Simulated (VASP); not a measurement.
# ZnS in VASP: notebook, part 2 of 2

VASP 6.6.1.

## 3. Single point, RPBE

INCAR

```
SYSTEM = ZnS
PREC = Accurate ; ENCUT = 500
EDIFF = 1E-6 ; ISMEAR = 0
SIGMA = 0.01 ; LREAL = .False.
LASPH = .True. ; NELM = 120
ALGO = Normal ; ISIF = 2
LWAVE = .False. ; LCHARG = .False.
GGA = RP ; NBANDS = 46
ISYM = 0 ; GGA_COMPAT = .False.
```

KPOINTS

```
Automatic mesh
0
Gamma
  4 4 1
  0.5 0.5 0
```

POSCAR

```
ZnS
1.0
    3.8148416075      0.0126647111      0.0000000000
   -1.8964528423      3.3100820991      0.0000000000
    0.0000000000      0.0000000000     12.5237621535
Zn S
4 4
Direct
   -0.0014169981      0.0014169981      0.0001906230
    0.0014169981     -0.0014169981      0.5001906230
    0.3339894259      0.6660105741      0.2500724731
    0.6660105741      0.3339894259      0.7500724731
   -0.0001017896      0.0001017896      0.1871803145
    0.0001017896     -0.0001017896      0.6871803145
    0.3354712382      0.6645287618      0.4375565894
    0.6645287618      0.3354712382      0.9375565894
```

Potentials or basis: VASP PAW PBE potentials, release 64 (Zn, S).

On the command line:

```
$ cat potpaw_PBE.64/Zn/POTCAR potpaw_PBE.64/S/POTCAR > POTCAR
$ mpirun -np 1 vasp_std > vasp.out
```

OUTCAR:

```text
SYSTEM = ZnS
   PREC = Accurate
   ENCUT = 500
   EDIFF = 1E-6
   ISMEAR = 0
   LREAL = .False.
   LASPH = .True.
   NELM = 120
   ISIF = 2
   GGA = RP
   ISYM = 0

 ion  position               nearest neighbor table
   1  0.999  0.001  0.000-   8 2.34   5 2.34   8 2.34   8 2.34
   2  0.001  0.999  0.500-   7 2.34   6 2.34   7 2.34   7 2.34
   3  0.334  0.666  0.250-   5 2.34   5 2.34   5 2.34   7 2.35
   4  0.666  0.334  0.750-   6 2.34   6 2.34   6 2.34   8 2.35
   5  1.000  0.000  0.187-   3 2.34   1 2.34   3 2.34   3 2.34
   6  0.000  1.000  0.687-   4 2.34   2 2.34   4 2.34   4 2.34
[... 548 lines left out ...]
  Total        3.9210883      3.9192829      3.9261833     -0.0016078      0.0000049      0.0000091
  in kB       39.6498781     39.6316214     39.7013981     -0.0162584      0.0000494      0.0000917
  external PRESSURE =      39.6609659 kB  Pullay stress =       0.0000000 kB

 VOLUME and BASIS-vectors are now :
 -----------------------------------------------------------------------------
  energy-cutoff  :      500.00
  volume of cell :      158.44
      direct lattice vectors                 reciprocal lattice vectors
     3.814841608  0.012664711  0.000000000     0.261636436  0.149899956  0.000000000
    -1.896452842  3.310082099  0.000000000    -0.001001048  0.301533778  0.000000000
     0.000000000  0.000000000 12.523762153     0.000000000  0.000000000  0.079848211

 POSITION                                       TOTAL-FORCE (eV/Angst)
 -----------------------------------------------------------------------------------
      3.80675      0.01734      0.00239         0.000522     -0.000302      0.000480
     -1.88836      3.30541      6.26427        -0.000528      0.000303      0.000512
      0.01106      2.20878      3.13185        -0.000080      0.000047     -0.000083
      1.90733      1.11397      9.39373         0.000079     -0.000045     -0.000067
      3.81426      0.01300      2.34420        -0.000055      0.000029     -0.000239
     -1.89587      3.30975      8.60608         0.000058     -0.000032     -0.000174
      0.01952      2.20389      5.47985         0.000175     -0.000100     -0.000217
      1.89887      1.11885     11.74174        -0.000171      0.000100     -0.000211
 -----------------------------------------------------------------------------------
    total drift:                               -0.000003      0.000001      0.000013

  FREE ENERGIE OF THE ION-ELECTRON SYSTEM (eV)
  ---------------------------------------------------
  free  energy   TOTEN  =       -24.7164292692 eV

  energy  without entropy=      -24.7164292692  energy(sigma->0) =      -24.71642927
```

stdout:

```text
POSCAR found type information on POSCAR ZnS
 POSCAR found :  2 types and       8 ions
 scaLAPACK will be used
 -----------------------------------------------------------------------------
|                                                                             |
|                                                                             |
|     You enforced a specific xc type in the INCAR file but a different       |
|     I HOPE YOU KNOW WHAT YOU ARE DOING!                                     |
|                                                                             |
 -----------------------------------------------------------------------------

 LDA part: xc-table for (Slater+PW92), standard interpolation
 POSCAR, INCAR and KPOINTS ok, starting setup
 FFT: planning ... GRIDC
 FFT: planning ... GRID_SOFT
 FFT: planning ... GRID
 WAVECAR not read
 entering main loop
```

Run time: 1.8 min. Hardware: 1 thread of Intel Xeon 8259CL, shared host; peak memory 0.26 GiB.

What came out:

```yaml
Free_energy: -24.7164 eV
Pressure: 4.0 GPa
Band_gap_on_the_k_mesh: 3.19 eV
```

Levels at points of the mesh, in eV from the valence-band top:
```
           k point  band 33  band 34  band 35  band 36  band 37  band 38  band 39  band 40
(0.12, 0.12, 0.00)    -1.00    -0.79    -0.38    -0.25     4.01     4.86     4.94     5.17
```

Caveat: the k points lie up to 0.50 Å⁻¹ apart; the PAW data sets were made with another functional, which shifts forces and pressure a little; a shifted mesh leaves out Γ, where band edges can lie. A k mesh can miss the band edges.

## 4. Relaxation of shape and atoms at fixed volume, RPBE

INCAR

```
SYSTEM = ZnS
ALGO = Normal ; EDIFF = 1E-7
EDIFFG = -0.001 ; ENCUT = 500
GGA = RP ; GGA_COMPAT = .FALSE.
IBRION = 2 ; ISIF = 4
ISMEAR = 0 ; ISYM = 0
LASPH = .TRUE. ; LCHARG = .FALSE.
LREAL = .FALSE. ; LWAVE = .FALSE.
NELM = 120 ; NELMIN = 4
NSW = 80 ; PREC = Accurate
SIGMA = 0.01
```

KPOINTS is that of step 3.

POSCAR

```
ZnS
1.0
    3.8227000000      0.0000000000      0.0000000000
   -1.9113500000      3.3105550000      0.0000000000
    0.0000000000      0.0000000000     12.5200000000
Zn S
4 4
Direct
    0.0000000000      0.0000000000      0.0000000000
    0.0000000000      0.0000000000      0.5000000000
    0.3333333333      0.6666666667      0.2500000000
    0.6666666667      0.3333333333      0.7500000000
    0.0000000000      0.0000000000      0.1875000000
    0.0000000000      0.0000000000      0.6875000000
    0.3333333333      0.6666666667      0.4375000000
    0.6666666667      0.3333333333      0.9375000000
```

On the command line:

```
$ cat potpaw_PBE.64/Zn/POTCAR potpaw_PBE.64/S/POTCAR > POTCAR
$ mpirun -np 1 vasp_std > vasp.out
```

Run time: 17 min. Hardware: 1 thread of Intel Xeon 8259CL, shared host; peak memory 0.33 GiB.

Results (log left out):

```
Free energy               : -24.7156 eV
Energy gained by relaxing : 0.0 meV/atom
Ionic steps               : 9
Pressure after relaxing   : 4.0 GPa
Band gap on the k mesh    : 3.18 eV
```

Step by step:
```csv
step,energy change (eV),largest force (eV/Å),pressure (GPa),volume (Å³)
1,0.0000,0.0482,3.95,158.44
2,-0.0002,0.0153,3.96,158.44
3,-0.0002,0.0046,3.96,158.44
4,-0.0003,0.0044,3.96,158.44
5,-0.0003,0.0053,3.96,158.44
6,-0.0003,0.0084,3.96,158.44
7,-0.0003,0.0059,3.95,158.44
8,-0.0003,0.0034,3.96,158.44
9,-0.0003,0.0008,3.95,158.44
```

Final structure:
```yaml
crystal:
  lattice:
    - [3.82211, -0.00001, 0.00000]
    - [-1.91106, 3.31004, 0.00000]
    - [0.00000, 0.00000, 12.52389]
  atoms:
    - { symbol: Zn, position: [0.00000, 0.00000, 0.00019] }
    - { symbol: Zn, position: [0.00000, 0.00000, 0.50019] }
    - { symbol: Zn, position: [0.33333, 0.66667, 0.25008] }
    - { symbol: Zn, position: [0.66667, 0.33333, 0.75008] }
    - { symbol: S, position: [0.00000, 0.00000, 0.18717] }
    - { symbol: S, position: [0.00000, 0.00000, 0.68717] }
    - { symbol: S, position: [0.33333, 0.66667, 0.43756] }
    - { symbol: S, position: [0.66667, 0.33333, 0.93756] }
```

Levels at points of the mesh, in eV from the valence-band top:
| k point | band 32 | band 33 | band 34 | band 35 | band 36 | band 37 | band 38 | band 39 | band 40 | band 41 |
| --- | --- | --- | --- | --- | --- | --- | --- | --- | --- | --- |
| (0.12, 0.12, 0.00) | -1.22 | -1.03 | -0.81 | -0.41 | -0.26 | 3.99 | 4.83 | 4.89 | 5.14 | 5.62 |

Caveat: the k points lie up to 0.50 Å⁻¹ apart in the final cell; the PAW data sets were made with another functional, which shifts forces and pressure a little; a shifted mesh leaves out Γ, where band edges can lie.
